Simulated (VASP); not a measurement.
Input of a VASP 6.6.1 run:

INCAR

```
SYSTEM = In
PREC = Accurate
ENCUT = 520
EDIFF = 1E-6
ISMEAR = -1
SIGMA = 0.08
LREAL = .False.
LASPH = .True.
NELM = 60
ALGO = Normal
ISIF = 2
LWAVE = .False.
LCHARG = .False.
GGA = PE
NBANDS = 12
```

Contents of KPOINTS:

```
regular mesh
0
Gamma
  15 15 15
  0 0 0
```

File POSCAR:

```
In
1.0
    2.4405652086      0.0000000000      0.0000000000
    0.0000000000      2.4405652086      0.0000000000
    0.0000000000      0.0000000000      2.4405652086
In
1
Direct
    0.0000000000      0.0000000000      0.0000000000
```

Potentials or basis: VASP PAW PBE potentials, release 64 (In_d).

Run with:

```bash
$ cat potpaw_PBE.64/In_d/POTCAR > POTCAR
$ mpirun -np 1 vasp_std > vasp.out
```

(1) What does it give for the pressure?

## Answers

(1) 140.2 GPa.
